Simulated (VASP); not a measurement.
# Si4O in VASP: notebook

Runs on Si4O. Level: PBE+D3(BJ). Tasks: single point.

All numbers are computed with VASP 6.6.1; they aren't measurements. Logs are shortened: lines on timing, memory, paths and dates and some standing lists are left out, and cuts for length are marked.

### 1 The cell of the first run

The cell holds a slab with vacuum, 5 atoms: a = 3.833 Å, b = 3.833 Å, c = 21.103 Å, α = 90.00°, β = 90.00°, γ = 90.00°.

### 2 Single point, PBE+D3(BJ), collinear spin, ferromagnetic start

INCAR reads:

```
SYSTEM = Si4O
ALGO = Normal
DIPOL = 0.5 0.5 0.327
EDIFF = 1E-6
ENCUT = 520
GGA = PE
IDIPOL = 3
ISIF = 2
ISMEAR = 0
ISPIN = 2
IVDW = 12
LASPH = .True.
LCHARG = .False.
LDIPOL = .True.
LORBIT = 11
LREAL = .False.
LWAVE = .False.
MAGMOM = 0 0 0 0 2
NBANDS = 23
NELM = 150
PREC = Accurate
SIGMA = 0.05
```

KPOINTS reads:

```
k-points
0
Gamma
  7 7 1
  0 0 0
```

POSCAR reads:

```
Si4O
1.0
    3.8333442603      0.0000000000      0.0000000000
    0.0000000000      3.8333442603      0.0000000000
    0.0000000000      0.0000000000     21.1034818054
Si O
4 1
Direct
    0.0000000000      0.5000000000      0.1895421825
    0.0000000000      0.0000000000      0.2537634268
    0.5000000000      0.0000000000      0.3207061911
    0.5000000000      0.5000000000      0.3839879068
    0.8750000000      0.6250000000      0.4882361072
```

Potentials or basis: VASP PAW PBE potentials, release 64 (Si, O).

Launch:

```bash
> cat potpaw_PBE.64/Si/POTCAR potpaw_PBE.64/O/POTCAR > POTCAR
> mpirun -np 1 vasp_std > vasp.out
```

OUTCAR:

```text
SYSTEM = Si4O
   EDIFF = 1E-6
   ENCUT = 520
   GGA = PE
   ISIF = 2
   ISMEAR = 0
   ISPIN = 2
   IVDW = 12
   LASPH = .True.
   LORBIT = 11
   LREAL = .False.
   NELM = 150
   PREC = Accurate
 IVDW          = 12

 ion  position               nearest neighbor table
   1  0.000  0.500  0.190-   2 2.35   2 2.35
   2  0.000  0.000  0.254-   1 2.35   1 2.35   3 2.38   3 2.38
   3  0.500  0.000  0.321-   4 2.34   4 2.34   2 2.38   2 2.38
   4  0.500  0.500  0.384-   3 2.34   3 2.34
   5  0.875  0.625  0.488-

  LATTYP: Found a simple tetragonal cell.
 ALAT       =     3.8333442603
 C/A-ratio  =     5.5052404304

  Lattice vectors:

 A1 = (   3.8333442603,   0.0000000000,   0.0000000000)
 A2 = (   0.0000000000,   3.8333442603,   0.0000000000)
 A3 = (   0.0000000000,   0.0000000000,  21.1034818054)

Analysis of symmetry for initial positions (statically):
=====================================================================
 Subroutine PRICEL returns:
 Original cell was already a primitive cell.

 Routine SETGRP: Setting up the symmetry group for a
 simple tetragonal supercell.

 Subroutine GETGRP returns: Found  1 space group operations
 (whereof  1 operations were pure point group operations)
 out of a pool of 16 trial point group operations.

The static configuration has the point symmetry C_1 .

Analysis of symmetry for dynamics (positions and initial velocities):
=====================================================================
 Subroutine PRICEL returns:
 Original cell was already a primitive cell.

 Routine SETGRP: Setting up the symmetry group for a
 simple tetragonal supercell.

 Subroutine GETGRP returns: Found  1 space group operations
 (whereof  1 operations were pure point group operations)
 out of a pool of 16 trial point group operations.

The dynamic configuration has the point symmetry C_1 .

Analysis of structural, dynamic, and magnetic symmetry:
=====================================================================
 Subroutine PRICEL returns:
 Original cell was already a primitive cell.

 Routine SETGRP: Setting up the symmetry group for a
 simple tetragonal supercell.

 Subroutine GETGRP returns: Found  1 space group operations
 (whereof  1 operations were pure point group operations)
 out of a pool of 16 trial point group operations.

The overall configuration has the point symmetry C_1 .

 Subroutine INISYM returns: Found  1 space group operations
 (whereof  1 operations are pure point group operations),
 and found     1 'primitive' translations

----------------------------------------------------------------------------------------

                                     Primitive cell

  volume of cell :     310.1057

  direct lattice vectors                    reciprocal lattice vectors
     3.833344260  0.000000000  0.000000000     0.260868822  0.000000000  0.000000000
     0.000000000  3.833344260  0.000000000     0.000000000  0.260868822  0.000000000
     0.000000000  0.000000000 21.103481805     0.000000000  0.000000000  0.047385546

  length of vectors
     3.833344260  3.833344260 21.103481805     0.260868822  0.260868822  0.047385546

  position of ions in fractional coordinates (direct lattice)
     0.000000000  0.500000000  0.189542182
     0.000000000  0.000000000  0.253763427
     0.500000000  0.000000000  0.320706191
     0.500000000  0.500000000  0.383987907
     0.875000000  0.625000000  0.488236107

  ion indices of the primitive-cell ions
   primitive index   ion index
                 1           1
                 2           2
                 3           3
                 4           4
                 5           5

----------------------------------------------------------------------------------------

 KPOINTS: k-points

Automatic generation of k-mesh.
 Grid dimensions read from file:
 generate k-points for:    7    7    1

 Generating k-lattice:

  Cartesian coordinates                     Fractional coordinates (reciprocal lattice)
[... 40 lines left out ...]
  0.428571  0.428571  0.000000      2.000000
   k-points           NKPTS =     25   k-points in BZ     NKDIM =     25   number of bands    NBANDS=     23
   number of dos      NEDOS =    301   number of ions     NIONS =      5
   total plane-waves  NPLWV = 144000
   dimension x,y,z NGX =    30 NGY =   30 NGZ =  160
   dimension x,y,z NGXF=    60 NGYF=   60 NGZF=  320
   ions per type =               4   1
   NGX,Y,Z   is equivalent  to a cutoff of  13.01, 13.01, 12.60 a.u.
   NGXF,Y,Z  is equivalent  to a cutoff of  26.02, 26.02, 25.21 a.u.
 SYSTEM =  Si4O
   PREC   = accura    normal or accurate (medium, high low for compatibility)
   ISTART =      0    job   : 0-new  1-cont  2-samecut
   ICHARG =      2    charge: 1-file 2-atom 10-const
   ISPIN  =      2    spin polarized calculation?
   LNONCOLLINEAR =      F non collinear calculations
   LSORBIT =      F    spin-orbit coupling
   LASPH  =      T    aspherical Exc in radial PAW
   ENCUT  =  520.0 eV  38.22 Ry    6.18 a.u.   7.13  7.13 39.24*2*pi/ulx,y,z
   NELM   =    150;   NELMIN=  2; NELMDL= -5     # of ELM steps
   EDIFF  = 0.1E-05   stopping-criterion for ELM
   LREAL  =      F    real-space projection
   EDIFFG = 0.1E-04   stopping-criterion for IOM
   NSW    =      0    number of steps for IOM
   IBRION =     -1    ionic relax: 0-MD 1-quasi-New 2-CG
   NFREE  =      0    steps in history (QN), initial steepest desc. (CG)
   ISIF   =      2    stress and relaxation
   ISYM   =      2    0-nonsym 1-usesym 2-fastsym
   POTIM  = 0.5000    time-step for ionic-motion
   TEBEG  =    0.0;   TEEND  =   0.0 temperature during run
   PSTRESS=    0.0 pullay stress
   NELECT =      22.0000    total number of electrons
   NUPDOWN=      -1.0000    fix difference up-down
   EMIN   =  10.00;   EMAX   =-10.00  energy-range for DOS
   EFERMI =   0.00;   METHOD = LEGACY
   ISMEAR =     0;   SIGMA  =   0.05  broadening in eV -4-tet -1-fermi 0-gaus
   EFERMI_NEDOS =   21; number of points for ismear=-14 and -15
   IALGO  =     38    algorithm
   IMIX   =      4    mixing-type and parameters
     AMIX     =   0.40;   BMIX     =  1.00
     AMIX_MAG =   1.60;   BMIX_MAG =  1.00
  volume/ion in A,a.u.               =      62.02       418.54
  Fermi-wavevector in a.u.,A,eV,Ry     =   0.677713  1.280692  6.249086  0.459295
  Thomas-Fermi vector in A             =   1.755403
   LORBIT       =     11    0 simple, 1 ext, 2 COOP (PROOUT), +10 PAW based schemes
   GGA     = PE    functional components
   LHFCALC =     F    Hartree Fock is set to
   AEXX    =    0.0000 exact exchange contribution
   IVDW    =    12    specifies the selected vdW correction
   LEPSILON=     F    determine dielectric tensor
   LRPA    =     F    only Hartree local field effects (RPA)
 spin polarized calculation
 Gauss-broadening in eV      SIGMA  =   0.05
  energy-cutoff  :      520.00
  volume of cell :      310.11
 maximum number of plane-waves:      8388
 NGX is ok and might be reduce to    30
   NGX = 15   NGY = 15   NGZ = 79

 dipolmoment           0.000000      0.000000     -0.026506 electrons x Angstroem

 number of electron      21.9999995 magnetization       1.2230113

 dipolmoment           0.000000      0.000000      0.168682 electrons x Angstroem

 Free energy of the ion-electron system (eV)
  ---------------------------------------------------
  ext. energy  EPLUGINS =         0.00000000
  ---------------------------------------------------
  free energy    TOTEN  =       -21.15579957 eV

  energy without entropy =      -21.15293575  energy(sigma->0) =      -21.15436766

 E-fermi :  -2.9383     XC(G=0):  -3.7537

 val. band max:       -2.9672153102   @ k =   0.2857   0.4286   0.0000
 cond. band min:      -2.9226016191   @ k =   0.0000   0.2857   0.0000
 fundamental gap:      0.0446136911
 Fermi energy:        -2.9383309414

 spin component 1

 k-point     1 :       0.0000    0.0000    0.0000
  band No.  band energies     occupation
      1     -20.3010      1.00000
      2     -14.0629      1.00000
      3     -11.8835      1.00000
      4      -8.5363      1.00000
      5      -6.1428      1.00000
      6      -5.6394      1.00000
[... 613 lines left out ...]
     22       5.9094      0.00000
     23       6.2627      0.00000

 [... further k-points ...]

 spin component 2

 k-point     1 :       0.0000    0.0000    0.0000
  band No.  band energies     occupation
      1     -17.9377      1.00000
      2     -14.0791      1.00000
      3     -11.9108      1.00000
      4      -8.5663      1.00000
      5      -5.1828      1.00000
      6      -5.0520      1.00000
[... 613 lines left out ...]
     22       5.8994      0.00000
     23       6.2511      0.00000

 [... further k-points ...]

------------------------ aborting loop because EDIFF is reached ----------------------------------------

 vacuum level on the upper side and lower side of the slab       (xc-potential included)         1.013        -1.012

 Edisp (eV)   -0.99991

 E8    (eV) :    -0.4254

  FORCE on cell =-STRESS in cart. coord.  units (eV):
  Direction    XX          YY          ZZ          XY          YZ          ZX
  --------------------------------------------------------------------------------------
  -------------------------------------------------------------------------------------
  Total      -5.47976    -0.59287    -5.09168    -0.35155    -1.09755    -1.37972
  in kB     -28.31147    -3.06309   -26.30643    -1.81633    -5.67053    -7.12841
  external pressure =      -19.23 kB  Pullay stress =        0.00 kB

 VOLUME and BASIS-vectors are now :
 -----------------------------------------------------------------------------
  energy-cutoff  :      520.00
  volume of cell :      310.11
      direct lattice vectors                 reciprocal lattice vectors
     3.833344260  0.000000000  0.000000000     0.260868822  0.000000000  0.000000000
     0.000000000  3.833344260  0.000000000     0.000000000  0.260868822  0.000000000
     0.000000000  0.000000000 21.103481805     0.000000000  0.000000000  0.047385546

 POSITION                                       TOTAL-FORCE (eV/Angst)
 -----------------------------------------------------------------------------------
      0.00000      1.91667      4.00000        -0.039657      0.038895     -0.103867
      0.00000      0.00000      5.35529         0.102449      0.040681      0.306851
      1.91667      0.00000      6.76802         0.025120     -0.133693      0.128071
      1.91667      1.91667      8.10348         0.470434      0.511028      1.703020
      3.35418      2.39584     10.30348        -0.558346     -0.456911     -2.034076
 -----------------------------------------------------------------------------------
    total drift:                               -0.000063     -0.000030     -0.000194

  FREE ENERGIE OF THE ION-ELECTRON SYSTEM (eV)
  ---------------------------------------------------
  free  energy   TOTEN  =       -22.1557080318 eV

  energy  without entropy=      -22.1528442072  energy(sigma->0) =      -22.15427612

 vacuum level on the upper side and lower side of the slab         4.510         2.433

 total charge

# of ion       s       p       d       tot
------------------------------------------
    1        0.866   0.721   0.000   1.586
    2        0.776   0.890   0.000   1.666
    3        0.776   0.895   0.000   1.671
    4        0.850   0.677   0.000   1.527
    5        1.617   2.988   0.000   4.604
--------------------------------------------------
tot          4.884   6.171   0.000  11.055

 magnetization (x)

# of ion       s       p       d       tot
------------------------------------------
    1       -0.002  -0.024   0.000  -0.026
    2        0.002  -0.010   0.000  -0.009
    3        0.003  -0.008   0.000  -0.004
    4        0.007  -0.027   0.000  -0.020
    5        0.011   1.082   0.000   1.093
--------------------------------------------------
tot          0.021   1.013   0.000   1.035
```

Run time: 6.5 min. Hardware: 1 thread of Intel Xeon 6975P-C (Granite Rapids), shared host; peak memory 0.65 GiB.

Results:

| Item | Value |
| --- | --- |
| Free energy | -22.1557 eV |
| Largest force | 2.158 eV/Å |
| Net moment | 1.22 μB per cell |
| Site moments | Si -0.03, -0.01, -0.00, -0.02; O +1.09 μB |
| Valence electrons inside the program's atomic spheres | Si 1.59, 1.67, 1.53 (each value once); O 4.60 |
| Dispersion energy per atom | -0.200 eV |

Forces on the atoms (eV/Å):
```
Si  -0.040  0.039 -0.104
Si   0.102  0.041  0.307
Si   0.025 -0.134  0.128
Si   0.470  0.511  1.703
O   -0.558 -0.457 -2.034
```

Levels at points of the mesh, in eV from the Fermi level:
Spin up:
| k point | band 7 | band 8 | band 9 | band 10 | band 11 | band 12 | band 13 | band 14 | band 15 | band 16 |
| --- | --- | --- | --- | --- | --- | --- | --- | --- | --- | --- |
| (0.00, 0.00, 0.00) | -2.21 | -1.92 | -1.64 | -1.12 | -0.76 | 0.61 | 1.22 | 1.64 | 1.84 | 2.92 |
Spin down:
```tsv
k point	band 6	band 7	band 8	band 9	band 10	band 11	band 12	band 13	band 14	band 15
(0.00, 0.00, 0.00)	-2.11	-1.92	-0.82	-0.57	-0.38	0.64	0.75	1.24	1.63	1.86
```

### 3 Single point, PBE+D3(BJ), collinear spin, ferromagnetic start

INCAR reads:

```
ALGO = Normal ; DIPOL = 0.5 0.5 0.327
EDIFF = 1E-6 ; ENCUT = 520
GGA = PE ; IDIPOL = 3
ISIF = 2 ; ISMEAR = 0
ISPIN = 2 ; IVDW = 12
LASPH = True ; LCHARG = False
LDIPOL = True ; LORBIT = 11
LREAL = False ; LWAVE = False
MAGMOM = 0 0 0 0 2 ; NBANDS = 23
NELM = 150 ; PREC = Accurate
SIGMA = 0.05
```

KPOINTS reads:

```
k-points
0
Gamma
  7 7 1
```

Edit POSCAR of step 2 so:

```diff
@@ -12,2 +12,2 @@
     0.5000000000      0.5000000000      0.3839879068
-    0.8750000000      0.6250000000      0.4882361072
+    0.8750000000      0.8750000000      0.4882361072
```

Potentials or basis: VASP PAW PBE potentials, release 64 (Si, O).

Launch:

```bash
> cat potpaw_PBE.64/Si/POTCAR potpaw_PBE.64/O/POTCAR > POTCAR
> mpirun -np 1 vasp_std > vasp.out
```

Wall time 26 min (1 thread of Intel Xeon 6975P-C (Granite Rapids), shared host); peak memory 0.66 GiB.

The run converged. Its results:

```
Free energy                                           : -21.5901 eV
Largest force                                         : 1.044 eV/Å
Net moment                                            : 1.72 μB per cell
Site moments                                          : Si -0.00, -0.01, +0.01, +0.03; O +1.33 μB
Valence electrons inside the program's atomic spheres : Si 1.58, 1.67, 1.55 (each value once); O 4.59
Dispersion energy per atom                            : -0.201 eV
```

Forces in eV/Å, atoms in the order of the input:
```
Si   0.042  0.032 -0.038
Si  -0.032  0.042  0.187
Si   0.061 -0.122 -0.011
Si   0.175  0.460  0.790
O   -0.245 -0.411 -0.927
```

Levels at points of the mesh, in eV from the Fermi level:
Spin up:
| k point | band 8 | band 9 | band 10 | band 11 | band 12 | band 13 | band 14 | band 15 | band 16 | band 17 |
| --- | --- | --- | --- | --- | --- | --- | --- | --- | --- | --- |
| (0.00, 0.00, 0.00) | -1.74 | -1.58 | -1.26 | -0.60 | 0.61 | 1.33 | 1.80 | 1.96 | 3.08 | 3.37 |
Spin down:
```
           k point  band 6  band 7  band 8  band 9  band 10  band 11  band 12  band 13  band 14  band 15
(0.00, 0.00, 0.00)   -1.74   -1.64   -0.63   -0.21     0.07     0.81     0.95     1.41     1.81     1.99
```
